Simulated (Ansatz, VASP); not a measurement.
**W3C: VASP beside Ansatz**

Contents of INCAR:

```
  PREC = Accurate
  ENCUT = 520
  EDIFF = 1E-6
  ISMEAR = 0
  SIGMA = 0.1
  LREAL = False
  LASPH = True
  NELM = 80
  ALGO = Normal
  ISIF = 2
  LWAVE = False
  LCHARG = False
  LDIPOL = True
  IDIPOL = 3
  DIPOL = 0.5 0.5 0.367
  GGA = PE
  NBANDS = 31
```

KPOINTS

```
Automatic mesh
0
Gamma
  9 9 1
```

File POSCAR:

```
W3C
1.0
    2.8545944806      0.0000000000      0.0000000000
   -1.4272972403      2.4721513377      0.0000000000
    0.0000000000      0.0000000000     21.6971108210
W C
3 1
Direct
    0.6666666667      0.3333333333      0.1843563428
    0.3333333333      0.6666666667      0.2926027619
    0.0000000000      0.0000000000      0.4008418859
    0.3333333333     -0.3333333333      0.5911898099
```

Input for Ansatz:

```yaml
crystal:
  lattice:
    - [2.8545944806, 0.0, 0.0]
    - [-1.4272972403, 2.4721513377, 0.0]
    - [0.0, 0.0, 21.697110821]
  atoms:
    - { symbol: W, position: [0.6666666667, 0.3333333333, 0.1843563428] }
    - { symbol: W, position: [0.3333333333, 0.6666666667, 0.2926027619] }
    - { symbol: W, position: [0.0, 0.0, 0.4008418859] }
    - { symbol: C, position: [0.3333333333, -0.3333333333, 0.5911898099] }
basis:
  ecutwfc: 420
kpoints:
  mp_grid: { grid: [9, 9, 1] }
hamiltonian:
  xc: pbe
scf:
  occupations: { method: gaussian, width: 0.1 }
output:
  forces: true
  eigenvalues: true
efield:
  axis: 3
  dipole_correction: true
  ramp_width: 0.04
```

Alike in both runs: task single point; functional PBE; k mesh 9 × 9 × 1; occupations gaussian, width 0.1 eV; no spin polarisation.

```csv
,VASP,Ansatz
version,VASP 6.6.1,Ansatz 0.2.0
potentials or method,"VASP PAW PBE potentials, release 64 (W_sv, C), cutoff 520 eV","scalar-relativistic, plane waves, PAW"
valence electrons in the cell,46,46
```

```csv
,VASP,Ansatz,Ansatz less VASP
gap on the k mesh at the Fermi level (eV),none,none,-
rms of the force components (eV/Å),0.106,0.100,-0.0064
```

Atom by atom the forces differ by 0.010 eV/Å (rms over components). A gap of «none» marks a metal or a gap that the smearing closes. The functional is the same, so the differences come from potentials, cutoffs and numerics. Ansatz's warnings: vacuum density over bound.

Spin-orbit coupling is off throughout.
